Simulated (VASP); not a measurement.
# Ga4SbAs3 in VASP: notebook

Ga4SbAs3 is run at these levels: PBE; tasks: single point.

Program: VASP 6.6.1. These are calculated values, not measurements. Logs are shortened: lines on timing, memory, paths and dates and some standing lists are left out, and cuts for length are marked.

### Step 1. The cell of the first run

Symmetry: P-4m2, No. 115, tetragonal system. Conventional cell: a = 4.148 Å, b = 4.148 Å, c = 11.729 Å, α = 90.00°, β = 90.00°, γ = 90.00°. Within 3.3 Å of Ga (site symmetry 2mm) lie 2 As at 2.51 Å and 2 Sb at 2.63 Å. Within 3.3 Å of Ga (site symmetry 2mm) lie 4 As at 2.51 Å. Within 3.5 Å of Sb (site symmetry -4m2) lie 4 Ga at 2.63 Å. As (site symmetry -4m2) has 4 Ga at 2.51 Å within 3.3 Å. As (site symmetry 2mm) has 4 Ga at 2.51 Å within 3.3 Å.

### Step 2. Single point, PBE

Contents of INCAR:

```
SYSTEM = Ga4SbAs3
PREC = Accurate
ENCUT = 520
EDIFF = 1E-6
ISMEAR = 0
SIGMA = 0.1
LREAL = .False.
LASPH = .True.
NELM = 100
ALGO = Normal
ISIF = 2
LWAVE = .False.
LCHARG = .False.
GGA = PE
NBANDS = 46
```

Contents of KPOINTS:

```
Automatic mesh
0
Gamma
  4 4 2
  0 0 0
```

Contents of POSCAR:

```
Ga4SbAs3
1.0
    4.1484388000      0.0000000000      0.0000000000
    0.0000000000      4.1484388000      0.0000000000
    0.0000000000      0.0000000000     11.7292885000
Ga Sb As
4 1 3
Direct
    0.5000000000      0.0000000000      0.6385310000
    0.0000000000      0.5000000000      0.8796450000
    0.5000000000      0.0000000000      0.1203550000
    0.0000000000      0.5000000000      0.3614690000
    0.0000000000      0.0000000000      0.5000000000
    0.0000000000      0.0000000000      0.0000000000
    0.5000000000      0.5000000000      0.2409650000
    0.5000000000      0.5000000000      0.7590350000
```

Potentials or basis: VASP PAW PBE potentials, release 64 (Ga_d, Sb, As).

Run with:

```console
$ cat potpaw_PBE.64/Ga_d/POTCAR potpaw_PBE.64/Sb/POTCAR potpaw_PBE.64/As/POTCAR > POTCAR
$ mpirun -np 1 vasp_std > vasp.out
```

OUTCAR:

```text
SYSTEM = Ga4SbAs3
   PREC = Accurate
   ENCUT = 520
   EDIFF = 1E-6
   ISMEAR = 0
   LREAL = .False.
   LASPH = .True.
   NELM = 100
   ISIF = 2
   GGA = PE

 ion  position               nearest neighbor table
   1  0.500  0.000  0.639-   8 2.51   8 2.51   5 2.63   5 2.63
   2  0.000  0.500  0.880-   6 2.51   6 2.51   8 2.51   8 2.51
   3  0.500  0.000  0.120-   6 2.51   6 2.51   7 2.51   7 2.51
   4  0.000  0.500  0.361-   7 2.51   7 2.51   5 2.63   5 2.63
   5  0.000  0.000  0.500-   1 2.63   4 2.63   4 2.63   1 2.63
   6  0.000  0.000  0.000-   2 2.51   3 2.51   2 2.51   3 2.51
   7  0.500  0.500  0.241-   4 2.51   4 2.51   3 2.51   3 2.51
   8  0.500  0.500  0.759-   1 2.51   1 2.51   2 2.51   2 2.51

  LATTYP: Found a simple tetragonal cell.
 ALAT       =     4.1484388000
 C/A-ratio  =     2.8273982251

  Lattice vectors:

 A1 = (   4.1484388000,   0.0000000000,   0.0000000000)
 A2 = (   0.0000000000,   4.1484388000,   0.0000000000)
 A3 = (   0.0000000000,   0.0000000000,  11.7292885000)

Analysis of symmetry for initial positions (statically):
=====================================================================
 Subroutine PRICEL returns:
 Original cell was already a primitive cell.

 Routine SETGRP: Setting up the symmetry group for a
 simple tetragonal supercell.

 Subroutine GETGRP returns: Found  8 space group operations
 (whereof  8 operations were pure point group operations)
 out of a pool of 16 trial point group operations.

The static configuration has the point symmetry D_2d.

Analysis of symmetry for dynamics (positions and initial velocities):
=====================================================================
 Subroutine PRICEL returns:
 Original cell was already a primitive cell.

 Routine SETGRP: Setting up the symmetry group for a
 simple tetragonal supercell.

 Subroutine GETGRP returns: Found  8 space group operations
 (whereof  8 operations were pure point group operations)
 out of a pool of 16 trial point group operations.

The dynamic configuration has the point symmetry D_2d.

 Subroutine INISYM returns: Found  8 space group operations
 (whereof  8 operations are pure point group operations),
 and found     1 'primitive' translations

----------------------------------------------------------------------------------------

                                     Primitive cell

  volume of cell :     201.8557

[... 92 lines left out ...]
   NFREE  =      0    steps in history (QN), initial steepest desc. (CG)
   ISIF   =      2    stress and relaxation
   ISYM   =      2    0-nonsym 1-usesym 2-fastsym
   POTIM  = 0.5000    time-step for ionic-motion
   TEBEG  =    0.0;   TEEND  =   0.0 temperature during run
   PSTRESS=    0.0 pullay stress
   NELECT =      72.0000    total number of electrons
   NUPDOWN=      -1.0000    fix difference up-down
   EMIN   =  10.00;   EMAX   =-10.00  energy-range for DOS
   EFERMI =   0.00;   METHOD = LEGACY
   ISMEAR =     0;   SIGMA  =   0.10  broadening in eV -4-tet -1-fermi 0-gaus
   EFERMI_NEDOS =   21; number of points for ismear=-14 and -15
   IALGO  =     38    algorithm
   IMIX   =      4    mixing-type and parameters
     AMIX     =   0.40;   BMIX     =  1.00
     AMIX_MAG =   1.60;   BMIX_MAG =  1.00
  volume/ion in A,a.u.               =      25.23       170.27
  Fermi-wavevector in a.u.,A,eV,Ry     =   1.161017  2.194004 18.340122  1.347961
  Thomas-Fermi vector in A             =   2.297594
   LORBIT       =      0    0 simple, 1 ext, 2 COOP (PROOUT), +10 PAW based schemes
   GGA     = PE    functional components
   LHFCALC =     F    Hartree Fock is set to
   AEXX    =    0.0000 exact exchange contribution
   IVDW    =     0    specifies the selected vdW correction
   LEPSILON=     F    determine dielectric tensor
   LRPA    =     F    only Hartree local field effects (RPA)
 non-spin polarized calculation
 Gauss-broadening in eV      SIGMA  =   0.10
  energy-cutoff  :      520.00
  volume of cell :      201.86
 maximum number of plane-waves:      5480
 NGX is ok and might be reduce to    32
   NGX = 15   NGY = 15   NGZ = 43

 number of electron      71.9999965 magnetization

 Free energy of the ion-electron system (eV)
  ---------------------------------------------------
  ext. energy  EPLUGINS =         0.00000000
  ---------------------------------------------------
  free energy    TOTEN  =       -31.78015367 eV

  energy without entropy =      -31.77607649  energy(sigma->0) =      -31.77811508

 E-fermi :   3.8879     XC(G=0):  -9.2356

 val. band max:        3.8832134966   @ k =   0.0000   0.0000   0.0000
 cond. band min:       4.2635327959   @ k =   0.5000   0.0000   0.0000
 fundamental gap:      0.3803192993
 Fermi energy:         3.8879372241

 k-point     1 :       0.0000    0.0000    0.0000
  band No.  band energies     occupation
      1     -11.1197      2.00000
      2     -11.0790      2.00000
      3     -11.0503      2.00000
      4     -11.0503      2.00000
      5     -11.0310      2.00000
      6     -11.0310      2.00000
[... 577 lines left out ...]
     45      10.9852      0.00000
     46      11.2126      0.00000

------------------------ aborting loop because EDIFF is reached ----------------------------------------

  FORCE on cell =-STRESS in cart. coord.  units (eV):
  Direction    XX          YY          ZZ          XY          YZ          ZX
  --------------------------------------------------------------------------------------
  -------------------------------------------------------------------------------------
  Total        0.8851049      0.8851049     -0.1829155      0.0000000      0.0000000      0.0000000
  in kB        7.0252903      7.0252903     -1.4518442      0.0000000      0.0000000      0.0000000
  external PRESSURE =       4.1995788 kB  Pullay stress =       0.0000000 kB

 VOLUME and BASIS-vectors are now :
 -----------------------------------------------------------------------------
  energy-cutoff  :      520.00
  volume of cell :      201.86
      direct lattice vectors                 reciprocal lattice vectors
     4.148438800  0.000000000  0.000000000     0.241054538  0.000000000  0.000000000
     0.000000000  4.148438800  0.000000000     0.000000000  0.241054538  0.000000000
     0.000000000  0.000000000 11.729288500     0.000000000  0.000000000  0.085256663

 POSITION                                       TOTAL-FORCE (eV/Angst)
 -----------------------------------------------------------------------------------
      2.07422      0.00000      7.48951        -0.000000      0.000000      0.034256
      0.00000      2.07422     10.31761         0.000000      0.000000      0.001505
      2.07422      0.00000      1.41168         0.000000      0.000000     -0.001505
      0.00000      2.07422      4.23977         0.000000      0.000000     -0.034256
      0.00000      0.00000      5.86464         0.000000      0.000000      0.000000
      0.00000      0.00000      0.00000         0.000000      0.000000      0.000000
      2.07422      2.07422      2.82635         0.000000      0.000000      0.009989
      2.07422      2.07422      8.90294         0.000000     -0.000000     -0.009989
 -----------------------------------------------------------------------------------
    total drift:                                0.000000      0.000000     -0.000000

  FREE ENERGIE OF THE ION-ELECTRON SYSTEM (eV)
  ---------------------------------------------------
  free  energy   TOTEN  =       -31.7801536706 eV

  energy  without entropy=      -31.7760764942  energy(sigma->0) =      -31.77811508
```

stdout:

```text
POSCAR found type information on POSCAR GaSbAs
 POSCAR found :  3 types and       8 ions
 scaLAPACK will be used
 LDA part: xc-table for (Slater+PW92), standard interpolation
 POSCAR, INCAR and KPOINTS ok, starting setup
 FFT: planning ... GRIDC
 FFT: planning ... GRID_SOFT
 FFT: planning ... GRID
 WAVECAR not read
 entering main loop
```

It took 3.9 min on 1 thread of AMD EPYC 7R13, shared host; peak memory 0.32 GiB.

Results:

| Item | Value |
| --- | --- |
| Free energy | -31.7802 eV |
| Pressure | 0.4 GPa |
| Largest force | 0.034 eV/Å |
| Band gap on the k mesh | zero (filled and empty bands touch) |

Forces on the atoms (eV/Å):
```
Ga   0.000  0.000  0.034
Ga   0.000  0.000  0.002
Ga   0.000  0.000 -0.002
Ga   0.000  0.000 -0.034
Sb   0.000  0.000  0.000
As   0.000  0.000  0.000
As   0.000  0.000  0.010
As   0.000  0.000 -0.010
```

Caveat: the k points lie up to 0.38 Å⁻¹ apart; spin-orbit coupling is left out, which moves the levels of the heavy elements.

### Step 3. Single point, PBE

Contents of INCAR:

```
ALGO = Normal
EDIFF = 1E-6
ENCUT = 520
GGA = PE
ISIF = 2
ISMEAR = 0
LASPH = True
LCHARG = False
LREAL = False
LWAVE = False
NBANDS = 46
NELM = 100
PREC = Accurate
SIGMA = 0.2
```

Contents of KPOINTS:

```
k-points
0
Gamma
  6 6 2
```

POSCAR is that of step 2.

Potentials or basis: VASP PAW PBE potentials, release 64 (Ga_d, Sb, As).

Run with:

```console
$ cat potpaw_PBE.64/Ga_d/POTCAR potpaw_PBE.64/Sb/POTCAR potpaw_PBE.64/As/POTCAR > POTCAR
$ mpirun -np 1 vasp_std > vasp.out
```

Wall time 6.4 min (1 thread of AMD EPYC 7R13, shared host); peak memory 0.36 GiB.

Results (log left out):

```
Free energy            : -31.9978 eV
Pressure               : 0.2 GPa
Largest force          : 0.008 eV/Å
Band gap on the k mesh : zero (filled and empty bands touch)
```

Forces in eV/Å, atoms in the order of the input:
```
Ga   0.000  0.000  0.008
Ga   0.000  0.000  0.002
Ga   0.000  0.000 -0.002
Ga   0.000  0.000 -0.008
Sb   0.000  0.000  0.000
As   0.000  0.000  0.000
As   0.000  0.000  0.005
As   0.000  0.000 -0.005
```

Stress tensor (GPa, compression positive):
```
0.23 0.00 0.00
0.00 0.23 0.00
0.00 0.00 0.09
```

Levels at points of the mesh, in eV from the Fermi level:
| k point | band 33 | band 34 | band 35 | band 36 | band 37 | band 38 | band 39 | band 40 |
| --- | --- | --- | --- | --- | --- | --- | --- | --- |
| (0.00, 0.00, 0.00) | -1.55 | -0.26 | -0.21 | -0.09 | -0.09 | 1.18 | 1.28 | 1.55 |
| (0.50, 0.00, 0.00) | -1.52 | -1.29 | -1.25 | -0.56 | 0.29 | 0.64 | 1.98 | 2.51 |
| (0.50, 0.50, 0.00) | -2.76 | -2.67 | -2.67 | -2.54 | 1.24 | 1.27 | 1.27 | 1.35 |
| (0.00, 0.00, 0.50) | -1.02 | -1.02 | -0.48 | -0.48 | 1.07 | 1.12 | 1.62 | 1.77 |
| (0.50, 0.00, 0.50) | -1.56 | -1.55 | -1.54 | -0.56 | 1.30 | 1.40 | 1.48 | 2.09 |
| (0.50, 0.50, 0.50) | -3.04 | -3.04 | -2.99 | -2.81 | 2.14 | 2.14 | 2.22 | 2.27 |

Caveat: spin-orbit coupling is left out, which moves the levels of the heavy elements.

(Continued in part 2 of 2.)
